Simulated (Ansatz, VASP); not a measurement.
HfZrSe4: VASP beside Ansatz

The input INCAR:

```
PREC = Accurate
ENCUT = 600
EDIFF = 1E-6
ISMEAR = 0
SIGMA = 0.1
LREAL = False
LASPH = True
NELM = 100
ALGO = Normal
ISIF = 3
LWAVE = False
LCHARG = False
GGA = PE
IBRION = 2
NSW = 90
EDIFFG = -0.04
```

KPOINTS

```
regular mesh
0
Gamma
  6 6 2
```

Contents of POSCAR:

```
HfZrSe4
1.0
    4.1526347100      0.0000000000      0.0000000000
   -2.0763173600      3.5962871500      0.0000000000
    0.0000000000      0.0000000000      9.1100879500
Zr Hf Se
1 1 4
Direct
    0.0000000000      0.0000000000      0.5000000000
    0.0000000000      0.0000000000      0.0000000000
    0.3333333300      0.6666666700      0.7664294200
    0.3333333300      0.6666666700      0.2335705800
    0.6666666700      0.3333333300      0.7664294200
    0.6666666700      0.3333333300      0.2335705800
```

Input for Ansatz:

```yaml
crystal:
  lattice:
    - [4.15263471, 0.0, 0.0]
    - [-2.07631736, 3.59628715, 0.0]
    - [0.0, 0.0, 9.11008795]
  atoms:
    - { symbol: Zr, position: [0.0, 0.0, 0.5] }
    - { symbol: Hf, position: [0.0, 0.0, 0.0] }
    - { symbol: Se, position: [0.33333333, 0.66666667, 0.76642942] }
    - { symbol: Se, position: [0.33333333, 0.66666667, 0.23357058] }
    - { symbol: Se, position: [0.66666667, 0.33333333, 0.76642942] }
    - { symbol: Se, position: [0.66666667, 0.33333333, 0.23357058] }
basis:
  ecutwfc: 420
kpoints:
  mp_grid: { grid: [6, 6, 2] }
hamiltonian:
  xc: pbe
scf:
  occupations: { method: gaussian, width: 0.1 }
  lower_state_search: "off"
output:
  forces: true
  stress: true
  eigenvalues: true
relax:
  adjacent_minimum: "off"
  f_tol: 0.04
  max_steps: 70
  cell: { stress_tol: 0.4 }
```

Change from the starting cell: species swapped into the ZrTiB4 type (P6/mmm, No. 191).

Alike in both runs: task relaxation of cell and atoms; functional PBE; k mesh 6 × 6 × 2; occupations gaussian, width 0.1 eV; no spin polarisation.

```csv
,VASP,Ansatz
version,VASP 6.6.1,Ansatz 0.2.0
potentials or method,"VASP PAW PBE potentials, release 64 (Zr_sv, Hf_pv, Se), cutoff 600 eV","scalar-relativistic, plane waves, PAW"
valence electrons in the cell,46,102
```

```csv
,VASP,Ansatz,Ansatz less VASP
"gap on the k mesh at the Fermi level, each at its own relaxed structure (eV)",none,none,-
relaxed volume (Å³/atom),20.32,20.32,+0.001
relaxed length of the cell vector where the two differ most in proportion (Å),6.236,6.239,+0.0031
```

A gap of «none» marks a metal or a gap that the smearing closes. VASP's potentials hold 46 valence electrons a cell and Ansatz's 102, so a difference there can come from the potentials and not from the codes.

Neither program's run includes spin-orbit coupling.
